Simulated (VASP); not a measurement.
# K (Im-3m) in VASP: single point with PBE

Aim: the single point of K with PBE.

Program: VASP 6.6.1. These are calculated values, not measurements. Logs are shortened: lines on timing, memory, paths and dates and some standing lists are left out, and cuts for length are marked.

**1. The cell of the first run**

Symmetry: Im-3m, No. 229, cubic system. Conventional cell: a = 5.283 Å, b = 5.283 Å, c = 5.283 Å, α = 90.00°, β = 90.00°, γ = 90.00°.

**2. Single point, PBE**

Contents of INCAR:

```
SYSTEM = K
PREC = Accurate ; ENCUT = 520
EDIFF = 1E-7 ; ISMEAR = -1
SIGMA = 0.05 ; LREAL = .False.
LASPH = .True. ; NELM = 60
ALGO = Normal ; ISIF = 2
LWAVE = .False. ; LCHARG = .True.
GGA = PE ; LELF = .True.
LVHAR = .True. ; NBANDS = 16
```

Contents of KPOINTS:

```
Automatic mesh
0
Gamma
  10 10 6
  0 0 0
```

Contents of POSCAR:

```
K
1.0
   -2.6417089868      2.6417089868      2.6417089868
    2.6417089868     -2.6417089868      2.6417089868
    5.2834179736      5.2834179736      0.0000000000
K
2
Direct
    0.0000000000      0.0000000000      0.0000000000
    0.5000000000      0.5000000000      0.5000000000
```

Potentials or basis: VASP PAW PBE potentials, release 64 (K_sv).

Run with:

```bash
cat potpaw_PBE.64/K_sv/POTCAR > POTCAR
mpirun -np 1 vasp_std > vasp.out
```

OUTCAR:

```text
SYSTEM = K
   PREC = Accurate
   ENCUT = 520
   EDIFF = 1E-7
   ISMEAR = -1
   LREAL = .False.
   LASPH = .True.
   NELM = 60
   ISIF = 2
   GGA = PE

 ion  position               nearest neighbor table
   1  0.000  0.000  0.000-
   2  0.500  0.500  0.500-

  LATTYP: Found a base centered orthorhombic cell.
 ALAT       =     5.2834179736
 B/A-ratio  =     1.4142135624
 C/A-ratio  =     1.4142135624

  Lattice vectors:

 A1 = (  -2.6417089868,   2.6417089868,   2.6417089868)
 A2 = (   2.6417089868,  -2.6417089868,   2.6417089868)
 A3 = (   5.2834179736,   5.2834179736,   0.0000000000)

Analysis of symmetry for initial positions (statically):
=====================================================================
 Subroutine PRICEL returns following result:

  LATTYP: Found a body centered cubic cell.
 ALAT       =     5.2834179736

  Lattice vectors:

 A1 = (  -2.6417089868,   2.6417089868,  -2.6417089868)
 A2 = (  -2.6417089868,  -2.6417089868,   2.6417089868)
 A3 = (   2.6417089868,   2.6417089868,   2.6417089868)

   2 primitive cells build up your supercell.

 Routine SETGRP: Setting up the symmetry group for a
 base centered orthorhombic supercell.

 Subroutine GETGRP returns: Found  8 space group operations
 (whereof  8 operations were pure point group operations)
 out of a pool of  8 trial point group operations.

The static configuration has the point symmetry D_2h.

Analysis of symmetry for dynamics (positions and initial velocities):
=====================================================================
 Subroutine PRICEL returns following result:

  LATTYP: Found a body centered cubic cell.
 ALAT       =     5.2834179736

  Lattice vectors:

 A1 = (  -2.6417089868,   2.6417089868,  -2.6417089868)
 A2 = (  -2.6417089868,  -2.6417089868,   2.6417089868)
 A3 = (   2.6417089868,   2.6417089868,   2.6417089868)

   2 primitive cells build up your supercell.

 Routine SETGRP: Setting up the symmetry group for a
 base centered orthorhombic supercell.

 Subroutine GETGRP returns: Found  8 space group operations
 (whereof  8 operations were pure point group operations)
 out of a pool of  8 trial point group operations.

The dynamic configuration has the point symmetry D_2h.

 Subroutine INISYM returns: Found  8 space group operations
 (whereof  8 operations are pure point group operations),
 and found     2 'primitive' translations

----------------------------------------------------------------------------------------

                                     Primitive cell

  volume of cell :      73.7420

  direct lattice vectors                    reciprocal lattice vectors
    -2.641708987  2.641708987 -2.641708987    -0.189271416  0.189271416  0.000000000
    -2.641708987 -2.641708987  2.641708987    -0.189271416  0.000000000  0.189271416
     2.641708987  2.641708987  2.641708987     0.000000000  0.189271416  0.189271416

  length of vectors
     4.575574184  4.575574184  4.575574184     0.267670203  0.267670203  0.267670203

  position of ions in fractional coordinates (direct lattice)
     0.000000000  0.000000000  0.000000000

  ion indices of the primitive-cell ions
   primitive index   ion index
                 1           1

----------------------------------------------------------------------------------------

 KPOINTS: Automatic mesh

Automatic generation of k-mesh.
 Grid dimensions read from file:
 generate k-points for:   10   10    6

 Generating k-lattice:

  Cartesian coordinates                     Fractional coordinates (reciprocal lattice)
    -0.009463571  0.009463571  0.018927142     0.100000000  0.000000000  0.000000000
     0.009463571 -0.009463571  0.018927142     0.000000000  0.100000000  0.000000000
     0.015772618  0.015772618  0.000000000     0.000000000  0.000000000  0.166666667

  Length of vectors
     0.023180920  0.023180920  0.022305850

  Shift w.r.t. Gamma in fractional coordinates (k-lattice)
     0.000000000  0.000000000  0.000000000

 Subroutine IBZKPT returns following result:
 ===========================================

 Found    124 irreducible k-points:

 Following reciprocal coordinates:
            Coordinates               Weight
  0.000000  0.000000  0.000000      1.000000
  0.100000  0.000000  0.000000      4.000000
  0.200000  0.000000  0.000000      4.000000
  0.300000  0.000000  0.000000      4.000000
  0.400000  0.000000  0.000000      4.000000
  0.500000  0.000000  0.000000      2.000000
[... 16 lines left out ...]
  0.300000  0.300000  0.000000      2.000000
  0.400000  0.300000  0.000000      4.000000
 [... further k-points ...]
   k-points           NKPTS =    124   k-points in BZ     NKDIM =    124   number of bands    NBANDS=     16
   number of dos      NEDOS =    301   number of ions     NIONS =      2
   total plane-waves  NPLWV =  72576
   dimension x,y,z NGX =    36 NGY =   36 NGZ =   56
   dimension x,y,z NGXF=    72 NGYF=   72 NGZF=  112
   ions per type =               2
   NGX,Y,Z   is equivalent  to a cutoff of  13.08, 13.08, 12.46 a.u.
   NGXF,Y,Z  is equivalent  to a cutoff of  26.16, 26.16, 24.92 a.u.
 SYSTEM =  K
   PREC   = accura    normal or accurate (medium, high low for compatibility)
   ISTART =      0    job   : 0-new  1-cont  2-samecut
   ICHARG =      2    charge: 1-file 2-atom 10-const
   ISPIN  =      1    spin polarized calculation?
   LNONCOLLINEAR =      F non collinear calculations
   LSORBIT =      F    spin-orbit coupling
   LASPH  =      T    aspherical Exc in radial PAW
   ENCUT  =  520.0 eV  38.22 Ry    6.18 a.u.   8.51  8.51 13.89*2*pi/ulx,y,z
   NELM   =     60;   NELMIN=  2; NELMDL= -5     # of ELM steps
   EDIFF  = 0.1E-06   stopping-criterion for ELM
   LREAL  =      F    real-space projection
   EDIFFG = 0.1E-05   stopping-criterion for IOM
   NSW    =      0    number of steps for IOM
   IBRION =     -1    ionic relax: 0-MD 1-quasi-New 2-CG
   NFREE  =      0    steps in history (QN), initial steepest desc. (CG)
   ISIF   =      2    stress and relaxation
   ISYM   =      2    0-nonsym 1-usesym 2-fastsym
   POTIM  = 0.5000    time-step for ionic-motion
   TEBEG  =    0.0;   TEEND  =   0.0 temperature during run
   PSTRESS=    0.0 pullay stress
   NELECT =      18.0000    total number of electrons
   NUPDOWN=      -1.0000    fix difference up-down
   EMIN   =  10.00;   EMAX   =-10.00  energy-range for DOS
   EFERMI =   0.00;   METHOD = LEGACY
   ISMEAR =    -1;   SIGMA  =   0.05  broadening in eV -4-tet -1-fermi 0-gaus
   EFERMI_NEDOS =   21; number of points for ismear=-14 and -15
   IALGO  =     38    algorithm
   IMIX   =      4    mixing-type and parameters
     AMIX     =   0.40;   BMIX     =  1.00
     AMIX_MAG =   1.60;   BMIX_MAG =  1.00
  volume/ion in A,a.u.               =      73.74       497.64
  Fermi-wavevector in a.u.,A,eV,Ry     =   0.812052  1.534556  8.972077  0.659429
  Thomas-Fermi vector in A             =   1.921524
   LORBIT       =      0    0 simple, 1 ext, 2 COOP (PROOUT), +10 PAW based schemes
   GGA     = PE    functional components
[... 5 lines left out ...]
 non-spin polarized calculation
  energy-cutoff  :      520.00
  volume of cell :      147.48
 maximum number of plane-waves:      4012
 NGX is ok and might be reduce to    36
   NGX = 17   NGY = 17   NGZ = 27

 number of electron      18.0000000 magnetization

 Free energy of the ion-electron system (eV)
  ---------------------------------------------------
  ext. energy  EPLUGINS =         0.00000000
  ---------------------------------------------------
  free energy    TOTEN  =        -2.09820060 eV

  energy without entropy =       -2.08374376  energy(sigma->0) =       -2.09097218

 E-fermi :  -0.1266     XC(G=0):  -5.6449

 val. band max:       -0.1344943863   @ k =   0.3000   0.2000   0.5000
 cond. band min:      -0.1180750342   @ k =   0.2000   0.2000   0.3333
 fundamental gap:      0.0164193521
 Fermi energy:        -0.1265574674

 k-point     1 :       0.0000    0.0000    0.0000
  band No.  band energies     occupation
      1     -32.2590      2.00000
      2     -32.2550      2.00000
      3     -15.7757      2.00000
      4     -15.7314      2.00000
      5     -15.7089      2.00000
      6     -15.7088      2.00000
[... 8 lines left out ...]
     15       4.1662      0.00000
     16       4.7341      0.00000

 k-point     2 :       0.1000    0.0000    0.0000
  band No.  band energies     occupation
      1     -32.2587      2.00000
      2     -32.2549      2.00000
      3     -15.7735      2.00000
      4     -15.7332      2.00000
      5     -15.7138      2.00000
      6     -15.7110      2.00000
[... 8 lines left out ...]
     15       4.2396      0.00000
     16       4.5322      0.00000

 k-point     3 :       0.2000    0.0000    0.0000
  band No.  band energies     occupation
      1     -32.2579      2.00000
      2     -32.2547      2.00000
      3     -15.7674      2.00000
      4     -15.7400      2.00000
      5     -15.7269      2.00000
      6     -15.7152      2.00000
[... 8 lines left out ...]
     15       4.4105      0.00000
     16       4.4454      0.00000

 k-point     4 :       0.3000    0.0000    0.0000
  band No.  band energies     occupation
      1     -32.2569      2.00000
      2     -32.2545      2.00000
      3     -15.7584      2.00000
      4     -15.7511      2.00000
      5     -15.7433      2.00000
      6     -15.7191      2.00000
[... 8 lines left out ...]
     15       4.4105      0.00000
     16       4.6929      0.00000

 k-point     5 :       0.4000    0.0000    0.0000
  band No.  band energies     occupation
      1     -32.2558      2.00000
      2     -32.2545      2.00000
      3     -15.7607      2.00000
      4     -15.7569      2.00000
      5     -15.7477      2.00000
      6     -15.7271      2.00000
[... 8 lines left out ...]
     15       4.4325      0.00000
     16       4.7731      0.00000

 k-point     6 :       0.5000    0.0000    0.0000
  band No.  band energies     occupation
      1     -32.2550      2.00000
      2     -32.2550      2.00000
      3     -15.7633      2.00000
      4     -15.7633      2.00000
      5     -15.7369      2.00000
      6     -15.7369      2.00000
[... 8 lines left out ...]
     15       4.6131      0.00000
     16       4.6131      0.00000

 k-point     7 :       0.1000    0.1000    0.0000
  band No.  band energies     occupation
      1     -32.2583      2.00000
      2     -32.2549      2.00000
      3     -15.7690      2.00000
      4     -15.7348      2.00000
      5     -15.7171      2.00000
      6     -15.7147      2.00000
[... 8 lines left out ...]
     15       4.3112      0.00000
     16       4.3161      0.00000

 k-point     8 :       0.2000    0.1000    0.0000
  band No.  band energies     occupation
      1     -32.2573      2.00000
      2     -32.2548      2.00000
      3     -15.7610      2.00000
      4     -15.7403      2.00000
      5     -15.7294      2.00000
      6     -15.7205      2.00000
[... 8 lines left out ...]
     15       3.8305      0.00000
     16       4.0720      0.00000

 k-point     9 :       0.3000    0.1000    0.0000
  band No.  band energies     occupation
      1     -32.2562      2.00000
      2     -32.2547      2.00000
      3     -15.7507      2.00000
      4     -15.7506      2.00000
      5     -15.7453      2.00000
      6     -15.7255      2.00000
[... 8 lines left out ...]
     15       3.6467      0.00000
     16       4.0906      0.00000
[... 172 lines left out ...]
 k-point    19 :       0.5000    0.2000    0.0000
  band No.  band energies     occupation
      1     -32.2554      2.00000
      2     -32.2535      2.00000
      3     -15.7621      2.00000
      4     -15.7616      2.00000
      5     -15.7498      2.00000
      6     -15.7300      2.00000
[... 8 lines left out ...]
     15       3.9720      0.00000
     16       4.2143      0.00000

 k-point    20 :      -0.4000    0.2000    0.0000
  band No.  band energies     occupation
      1     -32.2561      2.00000
      2     -32.2533      2.00000
      3     -15.7581      2.00000
      4     -15.7580      2.00000
      5     -15.7562      2.00000
      6     -15.7301      2.00000
[... 8 lines left out ...]
     15       4.2903      0.00000
     16       4.2904      0.00000

 k-point    21 :      -0.3000    0.2000    0.0000
  band No.  band energies     occupation
      1     -32.2569      2.00000
      2     -32.2534      2.00000
      3     -15.7650      2.00000
      4     -15.7482      2.00000
      5     -15.7445      2.00000
      6     -15.7296      2.00000
[... 8 lines left out ...]
     15       3.8024      0.00000
     16       4.6337      0.00000

 k-point    22 :      -0.2000    0.2000    0.0000
  band No.  band energies     occupation
      1     -32.2576      2.00000
      2     -32.2539      2.00000
      3     -15.7693      2.00000
      4     -15.7403      2.00000
      5     -15.7321      2.00000
      6     -15.7255      2.00000
[... 8 lines left out ...]
     15       3.6686      0.00000
     16       4.5559      0.00000

 k-point    23 :       0.3000    0.3000    0.0000
  band No.  band energies     occupation
      1     -32.2548      2.00000
      2     -32.2541      2.00000
      3     -15.7516      2.00000
      4     -15.7498      2.00000
      5     -15.7404      2.00000
      6     -15.7399      2.00000
[... 8 lines left out ...]
     15       3.3151      0.00000
     16       3.3154      0.00000

 k-point    24 :       0.4000    0.3000    0.0000
  band No.  band energies     occupation
      1     -32.2549      2.00000
      2     -32.2532      2.00000
      3     -15.7616      2.00000
      4     -15.7568      2.00000
      5     -15.7472      2.00000
      6     -15.7428      2.00000
[... 8 lines left out ...]
     15       3.3922      0.00000
     16       3.7880      0.00000

 [... further k-points ...]

------------------------ aborting loop because EDIFF is reached ----------------------------------------

  FORCE on cell =-STRESS in cart. coord.  units (eV):
  Direction    XX          YY          ZZ          XY          YZ          ZX
  --------------------------------------------------------------------------------------
  -------------------------------------------------------------------------------------
  Total       -0.0005277     -0.0005277     -0.0187509     -0.0115318      0.0000000     -0.0000000
  in kB       -0.0057326     -0.0057326     -0.2036989     -0.1252741      0.0000000     -0.0000000
  external PRESSURE =      -0.0717214 kB  Pullay stress =       0.0000000 kB

 VOLUME and BASIS-vectors are now :
 -----------------------------------------------------------------------------
  energy-cutoff  :      520.00
  volume of cell :      147.48
      direct lattice vectors                 reciprocal lattice vectors
    -2.641708987  2.641708987  2.641708987    -0.094635708  0.094635708  0.189271416
     2.641708987 -2.641708987  2.641708987     0.094635708 -0.094635708  0.189271416
     5.283417974  5.283417974  0.000000000     0.094635708  0.094635708  0.000000000

 POSITION                                       TOTAL-FORCE (eV/Angst)
 -----------------------------------------------------------------------------------
      0.00000      0.00000      0.00000        -0.000000      0.000000     -0.000000
      2.64171      2.64171      2.64171         0.000000     -0.000000      0.000000
 -----------------------------------------------------------------------------------
    total drift:                                0.000000      0.000000      0.000000

  FREE ENERGIE OF THE ION-ELECTRON SYSTEM (eV)
  ---------------------------------------------------
  free  energy   TOTEN  =        -2.0982006007 eV

  energy  without entropy=       -2.0837437623  energy(sigma->0) =       -2.09097218
```

It took 2.5 min on 1 thread of Intel Xeon Platinum 8559C (Emerald Rapids), shared host; peak memory 0.39 GiB.

What came out:

| Property | Result |
| --- | --- |
| Free energy | -2.0982 eV |
| Pressure | 0.0 GPa |
| Band gap on the k mesh | zero (bands 9 and 10 overlap by 2.57 eV) |

Levels at points of the mesh, in eV from the Fermi level:
```tsv
k point	band 6	band 7	band 8	band 9	band 10	band 11	band 12	band 13
(0.00, 0.00, 0.00)	-15.58	-15.58	-15.58	-2.15	0.45	0.69	3.17	4.29
(0.50, 0.00, 0.00)	-15.61	-15.59	-15.59	-0.03	-0.03	1.88	1.88	2.39
(0.50, 0.50, 0.00)	-15.63	-15.60	-15.58	0.45	0.69	1.68	1.68	3.17
(0.00, 0.00, 0.50)	-15.59	-15.58	-15.58	-1.40	-1.40	2.94	2.94	3.62
(0.50, 0.00, 0.50)	-15.60	-15.58	-15.58	0.45	0.45	0.69	0.69	3.17
(0.50, 0.50, 0.50)	-15.62	-15.61	-15.61	1.04	1.04	1.16	1.16	3.21
```
